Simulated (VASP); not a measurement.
Here is a VASP 6.6.1 calculation.

INCAR

```
SYSTEM = Mo
ALGO = Normal
EDIFF = 1E-6
ENCUT = 520
GGA = PE
ISIF = 2
ISMEAR = -1
LASPH = .TRUE.
LCHARG = .FALSE.
LREAL = .FALSE.
LWAVE = .FALSE.
NBANDS = 28
NELM = 80
PREC = Accurate
SIGMA = 0.1
```

The input KPOINTS:

```
k-points
0
G
  10 10 16
  0 0 0
```

POSCAR

```
Mo
1.0
    4.6685867923      0.0000000000      0.0000000000
   -2.3342933962      4.0431147619      0.0000000000
    0.0000000000      0.0000000000      2.5629692001
Mo
3
Direct
    0.0000000000      0.0000000000      1.0000000000
    0.3333333333      0.6666666667      0.5000000000
    0.6666666667      0.3333333333      0.5000000000
```

Potentials or basis: VASP PAW PBE potentials, release 64 (Mo_sv).

Run with:

```bash
$ cat potpaw_PBE.64/Mo_sv/POTCAR > POTCAR
$ mpirun -np 1 vasp_std > vasp.out
```

**Question.** What does it give for the pressure?

**Answer.** 0.6 GPa.

**Question.** Estimate the band gap on the k mesh.

**Answer.** Zero (bands 21 and 22 overlap by 1.34 eV).
